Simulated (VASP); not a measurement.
# BeAu3 (Pm-3m) in VASP: notebook

Runs on BeAu3. Level: r2SCAN. Tasks: single point.

All numbers are computed with VASP 6.6.1; they aren't measurements. Logs are shortened: lines on timing, memory, paths and dates and some standing lists are left out, and cuts for length are marked.

## (1) The cell of the first run

It takes space group Pm-3m (No. 221, cubic). Conventional cell: a = 3.930 Å, b = 3.930 Å, c = 3.930 Å, α = 90.00°, β = 90.00°, γ = 90.00°. Be (site symmetry m-3m) has 12 Au at 2.78 Å within 3.7 Å. Within 3.7 Å of Au (site symmetry 4/mmm) lie 4 Be at 2.78 Å and 8 Au at 2.78 Å.

## (2) Single point, r2SCAN

File POSCAR:

```
BeAu3
1.0
    3.9298114699      0.0000000000      0.0000000000
    0.0000000000      3.9298114699      0.0000000000
    0.0000000000      0.0000000000      3.9298114699
Be Au
1 3
Direct
    0.0000000000      0.0000000000      0.0000000000
    0.0000000000      0.5000000000      0.5000000000
    0.5000000000      0.0000000000      0.5000000000
    0.5000000000      0.5000000000      0.0000000000
```

File INCAR.step1:

```
SYSTEM = BeAu3
PREC = Accurate
ENCUT = 520
ISMEAR = 0
SIGMA = 0.15
LREAL = .False.
LASPH = .True.
NELM = 60
NBANDS = 26
GGA = PE
ALGO = Normal
EDIFF = 1E-4
LWAVE = .True.
LCHARG = .False.
```

File INCAR.step2:

```
SYSTEM = BeAu3
PREC = Accurate
ENCUT = 520
EDIFF = 1E-6
ISMEAR = 0
SIGMA = 0.15
LREAL = .False.
LASPH = .True.
NELM = 60
ALGO = Normal
ISIF = 2
LWAVE = .False.
LCHARG = .True.
METAGGA = R2SCAN
LMIXTAU = .True.
LELF = .True.
LVHAR = .True.
NBANDS = 26
ISTART = 1
```

File KPOINTS:

```
Automatic mesh
0
Gamma
  6 6 6
  0 0 0
```

Potentials or basis: VASP PAW PBE potentials, release 64 (Be, Au).

Run with:

```
$ cat potpaw_PBE.64/Be/POTCAR potpaw_PBE.64/Au/POTCAR > POTCAR
$ cp INCAR.step1 INCAR
$ mpirun -np 1 vasp_std > vasp.out
$ cp INCAR.step2 INCAR
$ mpirun -np 1 vasp_std > vasp.out
```

OUTCAR:

```text
SYSTEM = BeAu3
   PREC = Accurate
   ENCUT = 520
   EDIFF = 1E-6
   ISMEAR = 0
   LREAL = .False.
   LASPH = .True.
   NELM = 60
   ISIF = 2
   METAGGA = R2SCAN
   ISTART = 1

 ion  position               nearest neighbor table
   1  0.000  0.000  0.000-   2 2.78   3 2.78   4 2.78   2 2.78   3 2.78   2 2.78   4 2.78   2 2.78
                             3 2.78   4 2.78   3 2.78   4 2.78
   2  0.000  0.500  0.500-   1 2.78   3 2.78   4 2.78   1 2.78   4 2.78   1 2.78   3 2.78   1 2.78
                             3 2.78   4 2.78   4 2.78   3 2.78
   3  0.500  0.000  0.500-   1 2.78   2 2.78   4 2.78   1 2.78   4 2.78   2 2.78   4 2.78   4 2.78
                             1 2.78   2 2.78   1 2.78   2 2.78
   4  0.500  0.500  0.000-   1 2.78   2 2.78   3 2.78   2 2.78   3 2.78   1 2.78   3 2.78   3 2.78
                             1 2.78   2 2.78   2 2.78   1 2.78

  LATTYP: Found a simple cubic cell.
 ALAT       =     3.9298114699

  Lattice vectors:

 A1 = (   3.9298114699,   0.0000000000,   0.0000000000)
 A2 = (   0.0000000000,   3.9298114699,   0.0000000000)
 A3 = (   0.0000000000,   0.0000000000,   3.9298114699)

Analysis of symmetry for initial positions (statically):
=====================================================================
 Subroutine PRICEL returns:
 Original cell was already a primitive cell.

 Routine SETGRP: Setting up the symmetry group for a
 simple cubic supercell.

 Subroutine GETGRP returns: Found 48 space group operations
 (whereof 48 operations were pure point group operations)
 out of a pool of 48 trial point group operations.

The static configuration has the point symmetry O_h .

Analysis of symmetry for dynamics (positions and initial velocities):
=====================================================================
 Subroutine PRICEL returns:
 Original cell was already a primitive cell.

 Routine SETGRP: Setting up the symmetry group for a
 simple cubic supercell.

 Subroutine GETGRP returns: Found 48 space group operations
 (whereof 48 operations were pure point group operations)
 out of a pool of 48 trial point group operations.

The dynamic configuration has the point symmetry O_h .

 Subroutine INISYM returns: Found 48 space group operations
 (whereof 48 operations are pure point group operations),
 and found     1 'primitive' translations

----------------------------------------------------------------------------------------

                                     Primitive cell

  volume of cell :      60.6897

  direct lattice vectors                    reciprocal lattice vectors
     3.929811470  0.000000000  0.000000000     0.254465133  0.000000000  0.000000000
     0.000000000  3.929811470  0.000000000     0.000000000  0.254465133  0.000000000
     0.000000000  0.000000000  3.929811470     0.000000000  0.000000000  0.254465133

  length of vectors
     3.929811470  3.929811470  3.929811470     0.254465133  0.254465133  0.254465133

  position of ions in fractional coordinates (direct lattice)
     0.000000000  0.000000000  0.000000000
     0.000000000  0.500000000  0.500000000
     0.500000000  0.000000000  0.500000000
     0.500000000  0.500000000  0.000000000

  ion indices of the primitive-cell ions
   primitive index   ion index
                 1           1
                 2           2
                 3           3
                 4           4

----------------------------------------------------------------------------------------

 KPOINTS: Automatic mesh

Automatic generation of k-mesh.
 Grid dimensions read from file:
 generate k-points for:    6    6    6

 Generating k-lattice:

  Cartesian coordinates                     Fractional coordinates (reciprocal lattice)
     0.042410856  0.000000000  0.000000000     0.166666667  0.000000000  0.000000000
     0.000000000  0.042410856  0.000000000     0.000000000  0.166666667  0.000000000
     0.000000000  0.000000000  0.042410856     0.000000000  0.000000000  0.166666667

  Length of vectors
     0.042410856  0.042410856  0.042410856

  Shift w.r.t. Gamma in fractional coordinates (k-lattice)
     0.000000000  0.000000000  0.000000000

 Subroutine IBZKPT returns following result:
 ===========================================

 Found     20 irreducible k-points:

 Following reciprocal coordinates:
            Coordinates               Weight
  0.000000  0.000000  0.000000      1.000000
  0.166667  0.000000  0.000000      6.000000
  0.333333  0.000000  0.000000      6.000000
  0.500000  0.000000  0.000000      3.000000
  0.166667  0.166667  0.000000     12.000000
  0.333333  0.166667  0.000000     24.000000
[... 12 lines left out ...]
  0.500000  0.500000  0.333333      6.000000
  0.500000  0.500000  0.500000      1.000000
   k-points           NKPTS =     20   k-points in BZ     NKDIM =     20   number of bands    NBANDS=     26
   number of dos      NEDOS =    301   number of ions     NIONS =      4
   total plane-waves  NPLWV =  27000
   dimension x,y,z NGX =    30 NGY =   30 NGZ =   30
   dimension x,y,z NGXF=    60 NGYF=   60 NGZF=   60
   ions per type =               1   3
   NGX,Y,Z   is equivalent  to a cutoff of  12.69, 12.69, 12.69 a.u.
   NGXF,Y,Z  is equivalent  to a cutoff of  25.38, 25.38, 25.38 a.u.
 SYSTEM =  BeAu3
   PREC   = accura    normal or accurate (medium, high low for compatibility)
   ISTART =      1    job   : 0-new  1-cont  2-samecut
   ICHARG =      0    charge: 1-file 2-atom 10-const
   ISPIN  =      1    spin polarized calculation?
   LNONCOLLINEAR =      F non collinear calculations
   LSORBIT =      F    spin-orbit coupling
   LASPH  =      T    aspherical Exc in radial PAW
   ENCUT  =  520.0 eV  38.22 Ry    6.18 a.u.   7.31  7.31  7.31*2*pi/ulx,y,z
   NELM   =     60;   NELMIN=  2; NELMDL=  0     # of ELM steps
   EDIFF  = 0.1E-05   stopping-criterion for ELM
   LREAL  =      F    real-space projection
   EDIFFG = 0.1E-04   stopping-criterion for IOM
   NSW    =      0    number of steps for IOM
   IBRION =     -1    ionic relax: 0-MD 1-quasi-New 2-CG
   NFREE  =      0    steps in history (QN), initial steepest desc. (CG)
   ISIF   =      2    stress and relaxation
   ISYM   =      2    0-nonsym 1-usesym 2-fastsym
   POTIM  = 0.5000    time-step for ionic-motion
   TEBEG  =    0.0;   TEEND  =   0.0 temperature during run
   PSTRESS=    0.0 pullay stress
   NELECT =      35.0000    total number of electrons
   NUPDOWN=      -1.0000    fix difference up-down
   EMIN   =  10.00;   EMAX   =-10.00  energy-range for DOS
   EFERMI =   0.00;   METHOD = LEGACY
   ISMEAR =     0;   SIGMA  =   0.15  broadening in eV -4-tet -1-fermi 0-gaus
   EFERMI_NEDOS =   21; number of points for ismear=-14 and -15
   IALGO  =     38    algorithm
   IMIX   =      4    mixing-type and parameters
     AMIX     =   0.40;   BMIX     =  1.00
     AMIX_MAG =   1.60;   BMIX_MAG =  1.00
  volume/ion in A,a.u.               =      15.17       102.39
  Fermi-wavevector in a.u.,A,eV,Ry     =   1.362676  2.575083 25.264449  1.856885
  Thomas-Fermi vector in A             =   2.489145
   LORBIT       =      0    0 simple, 1 ext, 2 COOP (PROOUT), +10 PAW based schemes
   METAGGA = R2SCAN    functional components
   LHFCALC =     F    Hartree Fock is set to
   AEXX    =    0.0000 exact exchange contribution
   IVDW    =     0    specifies the selected vdW correction
   LEPSILON=     F    determine dielectric tensor
   LRPA    =     F    only Hartree local field effects (RPA)
 non-spin polarized calculation
 Gauss-broadening in eV      SIGMA  =   0.15
  energy-cutoff  :      520.00
  volume of cell :       60.69
 maximum number of plane-waves:      1659
 NGX is ok and might be reduce to    30
   NGX = 15   NGY = 15   NGZ = 15

 number of electron      35.0000008 magnetization

 Free energy of the ion-electron system (eV)
  ---------------------------------------------------
  ext. energy  EPLUGINS =         0.00000000
  ---------------------------------------------------
  free energy    TOTEN  =      -155.71552176 eV

  energy without entropy =     -155.70577746  energy(sigma->0) =     -155.71064961

 E-fermi :   9.2343     XC(G=0): -13.2724

 val. band max:        9.1280169339   @ k =   0.5000   0.3333   0.3333
 cond. band min:       9.3426347529   @ k =   0.5000   0.3333   0.3333
 fundamental gap:      0.2146178190
 Fermi energy:         9.2342775343

 k-point     1 :       0.0000    0.0000    0.0000
  band No.  band energies     occupation
      1      -1.6617      2.00000
      2       0.8240      2.00000
      3       1.8774      2.00000
      4       1.8774      2.00000
      5       1.8774      2.00000
      6       2.2086      2.00000
[... 18 lines left out ...]
     25      17.1886      0.00000
     26      21.2006      0.00000

 k-point     2 :       0.1667    0.0000    0.0000
  band No.  band energies     occupation
      1      -1.3223      2.00000
      2       1.0325      2.00000
      3       1.9533      2.00000
      4       2.0472      2.00000
      5       2.0472      2.00000
      6       2.1826      2.00000
[... 18 lines left out ...]
     25      18.4733      0.00000
     26      19.7396      0.00000

 k-point     3 :       0.3333    0.0000    0.0000
  band No.  band energies     occupation
      1      -0.3907      2.00000
      2       1.5298      2.00000
      3       2.0265      2.00000
      4       2.1249      2.00000
      5       2.5117      2.00000
      6       2.5117      2.00000
[... 18 lines left out ...]
     25      17.8853      0.00000
     26      21.3963      0.00000

 k-point     4 :       0.5000    0.0000    0.0000
  band No.  band energies     occupation
      1       0.4871      2.00000
      2       1.5178      2.00000
      3       1.9715      2.00000
      4       2.2244      2.00000
      5       2.9232      2.00000
      6       2.9232      2.00000
[... 18 lines left out ...]
     25      17.1175      0.00000
     26      23.4609      0.00000
[... 380 lines left out ...]
      1       1.3154      2.00000
      2       1.3228      2.00000
      3       1.6084      2.00000
      4       2.0414      2.00000
      5       3.3605      2.00000
      6       3.5291      2.00000
[... 18 lines left out ...]
     25      20.7655      0.00000
     26      21.6054      0.00000

 k-point    19 :       0.5000    0.5000    0.3333
  band No.  band energies     occupation
      1       1.1386      2.00000
      2       1.5004      2.00000
      3       1.5004      2.00000
      4       1.5907      2.00000
      5       3.5423      2.00000
      6       3.5423      2.00000
[... 18 lines left out ...]
     25      21.8388      0.00000
     26      21.8388      0.00000

 k-point    20 :       0.5000    0.5000    0.5000
  band No.  band energies     occupation
      1       0.9389      2.00000
      2       1.3794      2.00000
      3       1.3794      2.00000
      4       1.3794      2.00000
      5       3.5694      2.00000
      6       3.5694      2.00000
[... 18 lines left out ...]
     25      21.9002      0.00000
     26      21.9002      0.00000

------------------------ aborting loop because EDIFF is reached ----------------------------------------

  FORCE on cell =-STRESS in cart. coord.  units (eV):
  Direction    XX          YY          ZZ          XY          YZ          ZX
  --------------------------------------------------------------------------------------
  -------------------------------------------------------------------------------------
  Total        2.1481519      2.1481519      2.1481519     -0.0000000     -0.0000000     -0.0000000
  in kB       56.7101024     56.7101024     56.7101024     -0.0000000     -0.0000000     -0.0000000
  external PRESSURE =      56.7101024 kB  Pullay stress =       0.0000000 kB

 VOLUME and BASIS-vectors are now :
 -----------------------------------------------------------------------------
  energy-cutoff  :      520.00
  volume of cell :       60.69
      direct lattice vectors                 reciprocal lattice vectors
     3.929811470  0.000000000  0.000000000     0.254465133  0.000000000  0.000000000
     0.000000000  3.929811470  0.000000000     0.000000000  0.254465133  0.000000000
     0.000000000  0.000000000  3.929811470     0.000000000  0.000000000  0.254465133

 POSITION                                       TOTAL-FORCE (eV/Angst)
 -----------------------------------------------------------------------------------
      0.00000      0.00000      0.00000         0.000000      0.000000      0.000000
      0.00000      1.96491      1.96491         0.000000      0.000000      0.000000
      1.96491      0.00000      1.96491         0.000000      0.000000      0.000000
      1.96491      1.96491      0.00000         0.000000      0.000000      0.000000
 -----------------------------------------------------------------------------------
    total drift:                                0.000000      0.000000     -0.000000

  FREE ENERGIE OF THE ION-ELECTRON SYSTEM (eV)
  ---------------------------------------------------
  free  energy   TOTEN  =      -155.7155217586 eV

  energy  without entropy=     -155.7057774643  energy(sigma->0) =     -155.71064961
```

Wall time 76 s (1 thread of Intel Xeon Platinum 8124M at 3.00GHz (Skylake/Cascade Lake), shared host); peak memory 0.19 GiB.

Results:

- Free energy: -155.7155 eV
- Pressure: 5.7 GPa

Caveat: the PAW data sets were made with another functional, which shifts forces and pressure a little; spin-orbit coupling is left out, which moves the levels of the heavy elements.

(Continued in part 2 of 2.)
